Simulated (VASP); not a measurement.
## NiSb: single point with PBEsol

NiSb:

```
Ni Sb
1.0
     3.97105    0.00000    0.00000
    -1.98553    3.43903    0.00000
     0.00000    0.00000    5.16801
Ni Sb
2 2
Direct
  0.00000 0.00000 0.00000
  0.00000 0.00000 0.50000
  0.33333 0.66667 0.25000
  0.66667 0.33333 0.75000
```

```json
{
  "Program": "VASP 6.6.1",
  "Task": "single point",
  "Functional": "PBEsol",
  "Potentials or basis": "VASP PAW PBE potentials, release 64 (Ni, Sb)",
  "Cutoff": "520 eV",
  "k mesh": "10 × 10 × 8",
  "Occupations": "gaussian, width 0.05 eV",
  "Spin": "collinear spin",
  "Starting moments": "[0.05, 0.05, 0.0, 0.0] μB"
}
```

```json
{
  "Pressure": "-5.4 GPa",
  "Band gap on the k mesh": "zero (filled and empty bands overlap)",
  "Net moment": "0.00 μB per cell",
  "Valence electrons inside the program's atomic spheres": "Ni 9.35; Sb 2.41"
}
```

Levels at points of the mesh, in eV from the Fermi level:
Spin up:
```csv
k point,band 13,band 14,band 15,band 16,band 17,band 18
"(0.00, 0.00, 0.00)",0.00,0.57,0.57,2.41,2.41,3.06
"(0.50, 0.00, 0.00)",-1.51,-1.31,-1.24,-0.40,1.13,3.40
"(0.00, 0.00, 0.50)",0.18,0.18,2.01,2.01,2.01,2.01
"(0.50, 0.00, 0.50)",-1.71,-1.71,0.21,0.21,1.60,1.60
```
Spin down:
```tsv
k point	band 11	band 12	band 13	band 14	band 15	band 16	band 17	band 18	band 19	band 20
(0.00, 0.00, 0.00)	-1.25	-1.25	0.00	0.57	0.57	2.41	2.41	3.06	3.90	5.05
(0.50, 0.00, 0.00)	-1.98	-1.77	-1.51	-1.31	-1.24	-0.40	1.13	3.40	3.86	5.30
(0.00, 0.00, 0.50)	-1.98	-1.98	0.18	0.18	2.01	2.01	2.01	2.01	5.09	5.09
(0.50, 0.00, 0.50)	-1.81	-1.81	-1.71	-1.71	0.21	0.21	1.60	1.60	5.08	5.08
```

Run time: 100 s on 1 thread of Intel(R) Xeon(R) 6975P-C (Granite Rapids) (shared host), peak memory 0.35 GiB.

Caveat: the cell stands under tension; the PAW data sets were made with another functional, which shifts forces and pressure a little; spin-orbit coupling is left out, which moves the levels of the heavy elements.
